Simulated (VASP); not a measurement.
Runs of VASP 6.6.1 on CaF2. The structure is that of space group Fm-3m (No. 225), or close to it. The cells are those of the table. 

```tsv
cell	gap on the mesh (eV)	pressure (GPa)
a = 3.862 Å, angles 60.0°, 3 atoms	7.95	-0.7
a = 3.727 Å, angles 60.0°, 3 atoms	(a)	11.2
a = 3.685 Å, angles 60.0°, 3 atoms	(c)	16.2
a = 3.970 Å, angles 60.0°, 3 atoms	(b)	-6.7
```

Alike in all rows: task single point; level r2SCAN; potentials or basis VASP PAW PBE potentials, release 64 (Ca_sv, F); no spin polarisation; k mesh 8 × 8 × 8; cutoff (eV) 660; smearing gaussian 0.02 eV.

Task: Fill in the values left out.

Result: (a) 8.61; (b) 7.48; (c) 8.83.

Caveats: the PAW data sets were made with another functional, which shifts forces and pressure a little.

A k mesh can miss the band edges.
